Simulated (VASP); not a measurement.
Input of a VASP 6.6.1 run:

Contents of INCAR:

```
SYSTEM = MgO
PREC     = Accurate       ! precision mode
ENCUT    = 840            ! plane-wave cutoff, eV
EDIFF    = 1E-6           ! SCF threshold, eV
ISMEAR   = -5             ! smearing method
SIGMA    = 0.05           ! smearing width, eV
LREAL    = .False.        ! projectors in reciprocal space
LASPH    = .True.         ! aspherical terms in the spheres
NELM     = 120            ! most SCF steps
ALGO     = Normal         ! electronic algorithm
ISIF     = 2              ! what is computed and relaxed
LWAVE    = .False.        ! write WAVECAR
LCHARG   = .True.         ! write CHGCAR
LELF     = .True.         ! ELF
LVHAR    = .True.       
NBANDS   = 15             ! bands
GGA_COMPAT= .False.
```

The input KPOINTS:

```
Automatic mesh
0
Gamma
  11 11 11
  0 0 0
```

File POSCAR:

```
MgO
1.0
    0.0000000000      2.0686600618      2.0686600618
    2.0686600618      0.0000000000      2.0686600618
    2.0686600618      2.0686600618      0.0000000000
Mg O
1 1
Direct
    0.0000000000      0.0000000000      0.0000000000
    0.5000000000      0.5000000000      0.5000000000
```

Potentials or basis: VASP PAW LDA potentials, release 64 (Mg_sv, O).

The run is started by

```bash
$ cat potpaw_LDA.64/Mg_sv/POTCAR potpaw_LDA.64/O/POTCAR > POTCAR
$ mpirun -np 1 vasp_std > vasp.out
```

Problem. What does it give for the band gap on the k mesh?

Solution. 5.21 eV.

Problem. Predict the pressure.

Solution. 3.5 GPa.

Caveat: the cell stands under pressure.
